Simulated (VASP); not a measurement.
Set up this calculation in VASP 6.6.1, as the native input.

| Property | Result |
| --- | --- |
| Task | density of states |
| Functional | PBE |
| Potentials or basis | VASP PAW PBE potentials, release 64 (W_sv, Se) |
| Cutoff | 520 eV |
| k mesh | 9 × 9 × 2 |
| Occupations | gaussian, width 0.05 eV |
| Spin | no spin polarisation |
| Dipole correction | no |
| k mesh for the DOS | 14 × 14 × 3 |
| Occupations for the DOS | tetrahedron |
| Further INCAR settings | ALGO = Normal; EDIFF = 1e-06 |

Crystal: WSe2.

```
W Se
1.0
     3.29000    0.00000    0.00000
    -1.64500    2.84922    0.00000
     0.00000    0.00000   12.97000
W Se
2 4
Direct
  0.33333 0.66667 0.25000
  0.66667 0.33333 0.75000
  0.33333 0.66667 0.62100
  0.66667 0.33333 0.12100
  0.33333 0.66667 0.87900
  0.66667 0.33333 0.37900
```

The input as run:

POSCAR

```
WSe2
1.0
    3.2900000000      0.0000000000      0.0000000000
   -1.6450000000      2.8492235785      0.0000000000
    0.0000000000      0.0000000000     12.9700000000
W Se
2 4
Direct
    0.3333333333      0.6666666667      0.2500000000
    0.6666666667      0.3333333333      0.7500000000
    0.3333333333      0.6666666667      0.6210000000
    0.6666666667      0.3333333333      0.1210000000
    0.3333333333      0.6666666667      0.8790000000
    0.6666666667      0.3333333333      0.3790000000
```

INCAR.step1

```
SYSTEM = WSe2
PREC = Accurate ; ENCUT = 520
EDIFF = 1E-6 ; ISMEAR = 0
SIGMA = 0.05 ; LREAL = .FALSE.
LASPH = .TRUE. ; NELM = 80
ALGO = Normal ; ISIF = 2
LWAVE = .FALSE. ; LCHARG = .TRUE.
LMAXMIX = 4 ; GGA = PE
NBANDS = 35
```

KPOINTS.step1

```
Automatic mesh
0
G
  9 9 2
  0 0 0
```

INCAR.step2

```
SYSTEM = WSe2
PREC = Accurate ; ENCUT = 520
EDIFF = 1E-6 ; ISMEAR = -5
SIGMA = 0.05 ; LREAL = .FALSE.
LASPH = .TRUE. ; NELM = 80
ALGO = Normal ; ISIF = 2
LWAVE = .FALSE. ; LCHARG = .FALSE.
LMAXMIX = 4 ; GGA = PE
LORBIT = 11 ; NEDOS = 1001
ICHARG = 11
```

KPOINTS.step2

```
Automatic mesh
0
G
  14 14 3
  0 0 0
```

Potentials or basis: VASP PAW PBE potentials, release 64 (W_sv, Se).

Command:

```console
$ cat potpaw_PBE.64/W_sv/POTCAR potpaw_PBE.64/Se/POTCAR > POTCAR
$ cp INCAR.step1 INCAR
$ cp KPOINTS.step1 KPOINTS
$ mpirun -np 1 vasp_std > vasp.out
$ cp INCAR.step2 INCAR
$ cp KPOINTS.step2 KPOINTS
$ mpirun -np 1 vasp_std > vasp.out
```

It gave:

```json
{"Valence electrons inside the program's atomic spheres": "W 11.97; Se 3.90"}
```

Caveat: spin-orbit coupling is left out, which moves the levels of the heavy elements.

Run time: 87 s on 1 thread of Intel(R) Xeon(R) 6975P-C (Granite Rapids), with other jobs on the host, peak memory 0.3 GiB.
